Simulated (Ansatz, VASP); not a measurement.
## One calculation of Se, two programs

```
Se
1.0
     4.36620    0.00000    0.00000
    -2.18310    3.78124    0.00000
     0.00000    0.00000    4.95360
Se
3
Direct
  0.77460 0.77460 0.00000
  0.00000 0.22540 0.66667
  0.22540 0.00000 0.33333
```

Alike in both runs: task relaxation of cell and atoms; functional BLYP; k mesh 7 × 7 × 6; occupations fermi-dirac, width 0.05 eV; no spin polarisation.

```csv
,VASP,Ansatz
version,VASP 6.6.1,Ansatz 0.2.0
potentials or method,"VASP PAW PBE potentials, release 64 (Se)",Ansatz PAW
plane-wave cutoff (eV),600,420
valence electrons in the cell,18,48
```

Ansatz gave:

* relaxed volume (Å³/atom): 45.75
* relaxed cell length with the largest relative difference (Å): 5.590

Problem. Which values does VASP return?

Solution. Relaxed volume (Å³/atom): 42.97; relaxed cell length with the largest relative difference (Å): 5.410.

VASP's potentials were made for PBE, not for BLYP. One of these differences is far larger than is usual between the two programs; its cause wasn't traced. VASP's potentials hold 18 valence electrons a cell and Ansatz's 48, so a difference there can come from the potentials and not from the codes.

Noted on VASP's run: the volume moved by over 15 % at a fixed basis, so the end points are rough. Noted on Ansatz's run: the volume moved by over 15 % at a fixed basis, so the end points are rough; odd divisions of the mesh miss points on the zone boundary, where band edges often lie, so the gap on the mesh can be too wide; the plane-wave basis is chosen anew once the cell has moved, so the energies of steps on either side of that aren't comparable.
